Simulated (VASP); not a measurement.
# SnO2 (P2_1/c) in VASP: further runs, part 2 of 2

VASP 6.6.1. The steps go on from the part before.

### Step 3. Single point, PBE

Input file INCAR:

```
SYSTEM = SnO2
ALGO = Normal
EDIFF = 1E-6
ENCUT = 520
GGA = PE
ISIF = 2
ISMEAR = -1
LASPH = .True.
LCHARG = .False.
LREAL = .False.
LWAVE = .False.
NBANDS = 64
NELM = 80
PREC = Accurate
SIGMA = 0.05
```

Input file KPOINTS:

```
k-points
0
Gamma
  4 4 4
  0 0 0
```

Input file POSCAR:

```
SnO2
1.0
    5.1752560000      0.1035051200      0.0000000000
    0.1035051200      5.1752560000      0.0000000000
    0.0000000000      0.0000000000      5.1752560000
Sn O
4 8
Direct
    0.0000000000      0.0000000000      0.0000000000
    0.5000000000      0.0000000000      0.5000000000
    0.5000000000      0.5000000000      0.0000000000
    0.0000000000      0.5000000000      0.5000000000
    0.6630712199      0.8381486845      0.1608771289
    0.8369287801      0.1618513155      0.6608771289
    0.1594258433      0.6602107362      0.8381857530
    0.3405741567      0.3397892638      0.3381857530
    0.6594258433      0.6602107362      0.6618142470
    0.8405741567      0.3397892638      0.1618142470
    0.1630712199      0.8381486845      0.3391228711
    0.3369287801      0.1618513155      0.8391228711
```

Potentials or basis: VASP PAW PBE potentials, release 64 (Sn_d, O).

Run with:

```sh
cat potpaw_PBE.64/Sn_d/POTCAR potpaw_PBE.64/O/POTCAR > POTCAR
mpirun -np 1 vasp_std > vasp.out
```

OUTCAR:

```text
SYSTEM = SnO2
   EDIFF = 1E-6
   ENCUT = 520
   GGA = PE
   ISIF = 2
   ISMEAR = -1
   LASPH = .True.
   LREAL = .False.
   NELM = 80
   PREC = Accurate

 ion  position               nearest neighbor table
   1  0.000  0.000  0.000-   7 2.09  10 2.09   6 2.11  11 2.11   5 2.13  12 2.13   3 3.59   3 3.59
                             2 3.66   4 3.66   2 3.66   4 3.66   4 3.66   2 3.66   4 3.66   2 3.66
   2  0.500  0.000  0.500-   8 2.09   9 2.09   5 2.11  12 2.11  11 2.13   6 2.13   4 3.59   4 3.59
                             1 3.66   3 3.66   3 3.66   1 3.66   3 3.66   1 3.66   3 3.66   1 3.66
   3  0.500  0.500  0.000-   7 2.09  10 2.09   9 2.12   8 2.12   5 2.14  12 2.14   1 3.59   1 3.59
                             2 3.66   4 3.66   2 3.66   2 3.66   2 3.66   4 3.66   4 3.66   4 3.66
   4  0.000  0.500  0.500-   8 2.09   9 2.09   7 2.12  10 2.12   6 2.14  11 2.14   2 3.59   2 3.59
                             1 3.66   3 3.66   1 3.66   1 3.66   1 3.66   3 3.66   3 3.66   3 3.66
   5  0.663  0.838  0.161-   2 2.11   1 2.13   3 2.14
   6  0.837  0.162  0.661-   1 2.11   2 2.13   4 2.14
   7  0.159  0.660  0.838-   1 2.09   3 2.09   4 2.12
   8  0.341  0.340  0.338-   2 2.09   4 2.09   3 2.12
   9  0.659  0.660  0.662-   2 2.09   4 2.09   3 2.12
  10  0.841  0.340  0.162-   1 2.09   3 2.09   4 2.12
  11  0.163  0.838  0.339-   1 2.11   2 2.13   4 2.14
  12  0.337  0.162  0.839-   2 2.11   1 2.13   3 2.14

  LATTYP: Found a base centered orthorhombic cell.
 ALAT       =     7.1725388795
 B/A-ratio  =     1.0408163265
 C/A-ratio  =     0.7215375318

  Lattice vectors:

 A1 = (  -0.1035051200,  -5.1752560000,   0.0000000000)
 A2 = (   5.1752560000,   0.1035051200,   0.0000000000)
 A3 = (   0.0000000000,   0.0000000000,   5.1752560000)

Analysis of symmetry for initial positions (statically):
=====================================================================
 Subroutine PRICEL returns:
 Original cell was already a primitive cell.

 Routine SETGRP: Setting up the symmetry group for a
 base centered orthorhombic supercell.
[... 172 lines left out ...]
 non-spin polarized calculation
  energy-cutoff  :      520.00
  volume of cell :      138.55
 maximum number of plane-waves:      3767
 NGX is ok and might be reduce to    40
   NGX = 19   NGY = 19   NGZ = 19

 number of electron     103.9999976 magnetization

 Free energy of the ion-electron system (eV)
  ---------------------------------------------------
  ext. energy  EPLUGINS =         0.00000000
  ---------------------------------------------------
  free energy    TOTEN  =       -73.34241503 eV

  energy without entropy =      -73.34194221  energy(sigma->0) =      -73.34217862

 E-fermi :   6.9289     XC(G=0): -11.6248

 val. band max:        6.6247627133   @ k =   0.0000   0.5000   0.0000
 cond. band min:       7.1175069331   @ k =   0.0000   0.0000   0.0000
 fundamental gap:      0.4927442198
 Fermi energy:         6.9289059966

 k-point     1 :       0.0000    0.0000    0.0000
  band No.  band energies     occupation
      1     -14.3357      2.00000
      2     -14.2596      2.00000
      3     -14.1690      2.00000
      4     -13.6175      2.00000
      5     -13.5963      2.00000
      6     -13.5789      2.00000
[... 1597 lines left out ...]
     63      16.9578      0.00000
     64      16.9578      0.00000

 [... further k-points ...]

------------------------ aborting loop because EDIFF is reached ----------------------------------------

  FORCE on cell =-STRESS in cart. coord.  units (eV):
  Direction    XX          YY          ZZ          XY          YZ          ZX
  --------------------------------------------------------------------------------------
  -------------------------------------------------------------------------------------
  Total        0.1338359      0.3453968      0.0145374     -3.5196695      0.0000000      0.0000000
  in kB        1.5476092      3.9939920      0.1681036    -40.6996534      0.0000000      0.0000000
  external PRESSURE =       1.9032349 kB  Pullay stress =       0.0000000 kB

 VOLUME and BASIS-vectors are now :
 -----------------------------------------------------------------------------
  energy-cutoff  :      520.00
  volume of cell :      138.55
      direct lattice vectors                 reciprocal lattice vectors
     5.175256000  0.103505120  0.000000000     0.193304478 -0.003866090  0.000000000
     0.103505120  5.175256000  0.000000000    -0.003866090  0.193304478  0.000000000
     0.000000000  0.000000000  5.175256000     0.000000000  0.000000000  0.193227156

 POSITION                                       TOTAL-FORCE (eV/Angst)
 -----------------------------------------------------------------------------------
      0.00000      0.00000      0.00000        -0.000000      0.000000      0.000000
      2.58763      0.05175      2.58763        -0.000000      0.000000      0.000000
      2.63938      2.63938      0.00000        -0.000000      0.000000      0.000000
      0.05175      2.58763      2.58763        -0.000000      0.000000      0.000000
      3.51832      4.40627      0.83258         0.004839      0.002965      0.003140
      4.34807      0.92425      3.42021        -0.004839     -0.002965      0.003140
      0.89340      3.43326      4.33783        -0.006374     -0.003178      0.001364
      1.79773      1.79375      1.75020         0.006374      0.003178      0.001364
      3.48103      3.48501      3.42506        -0.006374     -0.003178     -0.001364
      4.38536      1.84550      0.83743         0.006374      0.003178     -0.001364
      0.93069      4.35451      1.75505         0.004839      0.002965     -0.003140
      1.76045      0.87250      4.34268        -0.004839     -0.002965     -0.003140
 -----------------------------------------------------------------------------------
    total drift:                                0.000000      0.000000     -0.000000

  FREE ENERGIE OF THE ION-ELECTRON SYSTEM (eV)
  ---------------------------------------------------
  free  energy   TOTEN  =       -73.3424150290 eV

  energy  without entropy=      -73.3419422092  energy(sigma->0) =      -73.34217862
```

OSZICAR:

```text
N       E                     dE             d eps       ncg     rms          rms(c)
DAV:   1     0.159330695257E+04    0.15933E+04   -0.48063E+04  4504   0.261E+03
DAV:   2     0.259636100262E+03   -0.13337E+04   -0.12649E+04  4024   0.811E+02
DAV:   3    -0.576991246701E+02   -0.31734E+03   -0.30903E+03  4184   0.280E+02
DAV:   4    -0.848179087380E+02   -0.27119E+02   -0.26790E+02  4768   0.900E+01
DAV:   5    -0.856312346283E+02   -0.81333E+00   -0.81072E+00  4488   0.162E+01    0.217E+01
DAV:   6    -0.731526446275E+02    0.12479E+02   -0.43336E+01  5904   0.712E+01    0.764E+00
DAV:   7    -0.734203703607E+02   -0.26773E+00   -0.47411E+00  4304   0.905E+00    0.451E+00
DAV:   8    -0.733776918135E+02    0.42679E-01   -0.69517E-01  5320   0.528E+00    0.121E+00
DAV:   9    -0.733405522545E+02    0.37140E-01   -0.18260E-01  5752   0.402E+00    0.199E-01
DAV:  10    -0.733421375894E+02   -0.15853E-02   -0.14999E-02  4968   0.902E-01    0.949E-02
DAV:  11    -0.733424151900E+02   -0.27760E-03   -0.95087E-04  5224   0.237E-01    0.354E-02
DAV:  12    -0.733424199186E+02   -0.47286E-05   -0.91417E-05  5224   0.715E-02    0.191E-02
DAV:  13    -0.733424167846E+02    0.31340E-05   -0.14840E-05  4848   0.226E-02    0.567E-03
DAV:  14    -0.733424157456E+02    0.10390E-05   -0.10817E-06  2776   0.971E-03    0.346E-03
DAV:  15    -0.733424150290E+02    0.71659E-06   -0.18581E-06  3080   0.122E-02
   1 F= -.73342415E+02 E0= -.73342179E+02  d E =-.472820E-03
```

stdout:

```text
POSCAR found type information on POSCAR SnO
 POSCAR found :  2 types and      12 ions
 scaLAPACK will be used
 LDA part: xc-table for (Slater+PW92), standard interpolation
 POSCAR, INCAR and KPOINTS ok, starting setup
 FFT: planning ... GRIDC
 FFT: planning ... GRID_SOFT
 FFT: planning ... GRID
 WAVECAR not read
 entering main loop
```

It took 5.9 min on 1 thread of Oxide Virtual Turin-like, shared host; peak memory 0.31 GiB.

Results:

```
Free energy            : -73.3424 eV
Pressure               : 0.2 GPa
Largest force          : 0.007 eV/Å
Band gap on the k mesh : 0.49 eV, indirect (least direct gap 0.52 eV)
```

Forces in eV/Å, atoms in the order of the input:
```
Sn   0.000  0.000  0.000
Sn   0.000  0.000  0.000
Sn   0.000  0.000  0.000
Sn   0.000  0.000  0.000
O    0.005  0.003  0.003
O   -0.005 -0.003  0.003
O   -0.006 -0.003  0.001
O    0.006  0.003  0.001
O   -0.006 -0.003 -0.001
O    0.006  0.003 -0.001
O    0.005  0.003 -0.003
O   -0.005 -0.003 -0.003
```

Caveat: spin-orbit coupling is left out, which moves the levels of the heavy elements.
